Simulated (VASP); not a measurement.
Ge2Sb2Te5: single point with PBE

Crystal: Ge2Sb2Te5.

```xyz
9
Lattice="4.3635 0.0000 0.0000 -2.1818 3.7789 0.0000 0.0000 0.0000 17.7851" Properties=species:S:1:pos:R:3 pbc="T T T"
Ge    0.0000    0.0000    5.8953
Ge    0.0000    0.0000   11.8898
Sb    0.0000    2.5193    1.9947
Sb    2.1818    1.2596   15.7904
Te    0.0000    0.0000    0.0000
Te    0.0000    2.5193   14.0744
Te    2.1818    1.2596    3.7107
Te    0.0000    2.5193    7.2875
Te    2.1818    1.2596   10.4976
```

- Program: VASP 6.6.1
- Task: single point
- Functional: PBE
- Potentials or basis: VASP PAW PBE potentials, release 64 (Ge_d, Sb, Te)
- Cutoff: 520 eV
- k mesh: 9 × 9 × 2
- Occupations: gaussian, width 0.03 eV
- Spin: no spin polarisation
- Dipole correction: no
- Further INCAR settings: ALGO = Normal; EDIFF = 1e-06; NBANDS = 44

| Item | Value |
| --- | --- |
| Pressure | -1.3 GPa |
| Largest force | 0.078 eV/Å |
| Band gap on the k mesh | 0.19 eV (least direct gap 0.21 eV) |

Forces on the atoms (eV/Å):
```
Ge   0.000  0.000  0.061
Ge   0.000  0.000 -0.061
Sb   0.000  0.000  0.035
Sb   0.000  0.000 -0.035
Te   0.000  0.000  0.000
Te   0.000  0.000  0.078
Te   0.000  0.000 -0.078
Te   0.000  0.000 -0.031
Te   0.000  0.000  0.031
```

Stress tensor (GPa, compression positive):
```
-1.79  0.00  0.00
 0.00 -1.79  0.00
 0.00  0.00 -0.46
```

Levels at points of the mesh, in eV from the valence-band top:
```csv
k point,band 31,band 32,band 33,band 34,band 35,band 36,band 37,band 38
"(0.00, 0.00, 0.00)",-1.28,-1.26,-1.11,-0.16,0.19,0.19,0.31,1.05
"(0.00, 0.00, 0.50)",-1.31,-1.31,-1.06,-0.16,0.21,0.21,0.31,1.06
```

Run time: 7 min on 1 thread of Oxide Virtual Turin-like Processor (shared host), peak memory 0.52 GiB.

Caveat: semilocal functionals underestimate gaps, and a narrow one can read as zero; spin-orbit coupling is left out, which moves the levels of the heavy elements; this functional lacks dispersion, which binds layers or chains, so the pressure and a relaxed spacing across them are unreliable. A k mesh can miss the band edges.
